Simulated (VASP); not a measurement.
Set up this calculation in VASP 6.6.1, as the native input.

```
Task                   : single point
Functional             : LDA
Potentials or basis    : VASP PAW LDA potentials, release 64 (Y_sv, Pt)
Cutoff                 : 520 eV
k mesh                 : 6 × 6 × 6
Occupations            : gaussian, width 0.05 eV
Spin                   : no spin polarisation
Dipole correction      : no
Further INCAR settings : ALGO = Normal; EDIFF = 1e-06; NBANDS = 28
```

The structure of YPt3 lies in POSCAR:

```
YPt3
1.0
    4.0314687637      0.0000000000      0.0000000000
    0.0000000000      4.0314687637      0.0000000000
    0.0000000000      0.0000000000      4.0314687637
Y Pt
1 3
Direct
    0.0000000000      0.0000000000      0.0000000000
    0.0000000000      0.5000000000      0.5000000000
    0.5000000000      0.0000000000      0.5000000000
    0.5000000000      0.5000000000      0.0000000000
```

One way to write it, as run:

INCAR

```
PREC = Accurate
ENCUT = 520
EDIFF = 1E-6
ISMEAR = 0
SIGMA = 0.05
LREAL = False
LASPH = True
NELM = 100
ALGO = Normal
ISIF = 2
LWAVE = False
LCHARG = True
LELF = True
LVHAR = True
NBANDS = 28
```

KPOINTS

```
Automatic mesh
0
Gamma
  6 6 6
```

Potentials or basis: VASP PAW LDA potentials, release 64 (Y_sv, Pt).

The run is started by

```sh
$ cat potpaw_LDA.64/Y_sv/POTCAR potpaw_LDA.64/Pt/POTCAR > POTCAR
$ mpirun -np 1 vasp_std > vasp.out
```

Results of the run:

```
Pressure : 0.5 GPa
```

Run time: 22 s on 1 thread of AMD EPYC 7R13 Processor (Zen 3), on a shared host, peak memory 0.15 GiB.
